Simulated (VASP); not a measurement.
# P: single point with PBE

Crystal: P.

```
CELL_PARAMETERS angstrom
6.15423 0.00000 0.00000
0.00000 4.13220 2.85429
0.00000 -4.13220 2.85429
ATOMIC_POSITIONS crystal
P 0.21898 0.51024 0.01683
P 0.78102 0.01683 0.51024
P 0.21898 0.01683 0.51024
P 0.78102 0.51024 0.01683
P 0.00000 0.83828 0.18569
P 0.00000 0.18569 0.83828
P 0.50000 0.20636 0.45410
P 0.50000 0.45410 0.20636
```

```
Program                : VASP 6.6.1
Task                   : single point
Functional             : PBE
Potentials or basis    : VASP PAW PBE potentials, release 64 (P)
Cutoff                 : 520 eV
k mesh                 : 4 × 4 × 4
Occupations            : gaussian, width 0.1 eV
Spin                   : no spin polarisation
Dipole correction      : no
Further INCAR settings : ALGO = Normal; EDIFF = 1e-07; NBANDS = 30
```

- Pressure: 26.3 GPa
- Largest force: 2.936 eV/Å
- Band gap on the k mesh: zero (band 20 reaches 7.44 eV, above the bottom of band 21 at 6.41 eV)

Forces in eV/Å, atoms in the order of the input:
```
P    2.711  0.954 -0.601
P   -2.711 -0.954 -0.601
P    2.711 -0.954 -0.601
P   -2.711  0.954 -0.601
P    0.000  2.680  0.483
P    0.000 -2.680  0.483
P    0.000 -0.359  0.719
P    0.000  0.359  0.719
```

Stress tensor (GPa, compression positive):
```
33.93  0.00  0.00
 0.00 13.59  0.00
 0.00  0.00 31.26
```

Levels at points of the mesh, in eV from the Fermi level:
| k point | band 16 | band 17 | band 18 | band 19 | band 20 | band 21 | band 22 | band 23 | band 24 | band 25 |
| --- | --- | --- | --- | --- | --- | --- | --- | --- | --- | --- |
| (0.00, 0.00, 0.00) | -2.78 | -1.62 | -1.27 | -1.24 | -0.30 | -0.23 | 1.07 | 1.65 | 2.07 | 2.78 |
| (0.50, 0.00, 0.00) | -2.94 | -1.87 | -1.20 | -1.06 | -0.07 | 0.80 | 1.22 | 1.50 | 2.03 | 2.28 |
| (0.00, 0.50, 0.00) | -2.74 | -2.00 | -1.20 | -0.98 | -0.89 | 0.07 | 0.87 | 0.93 | 1.92 | 2.98 |
| (0.50, 0.50, 0.00) | -3.54 | -2.20 | -1.56 | -0.42 | -0.25 | 0.76 | 1.64 | 1.78 | 2.05 | 2.92 |
| (0.00, 0.50, 0.50) | -1.83 | -0.82 | -0.69 | -0.59 | 0.07 | 0.50 | 1.48 | 1.70 | 2.15 | 2.72 |
| (0.50, 0.50, 0.50) | -1.76 | -1.67 | -1.47 | -0.78 | -0.44 | -0.21 | 1.96 | 2.40 | 2.60 | 2.84 |

Run time: 47 s on 1 thread of Intel(R) Xeon(R) 6975P-C (Granite Rapids), on a shared host, peak memory 0.27 GiB.

Caveat: forces of over 1 eV/Å act on the atoms, so gaps and moduli don't describe the material at rest.
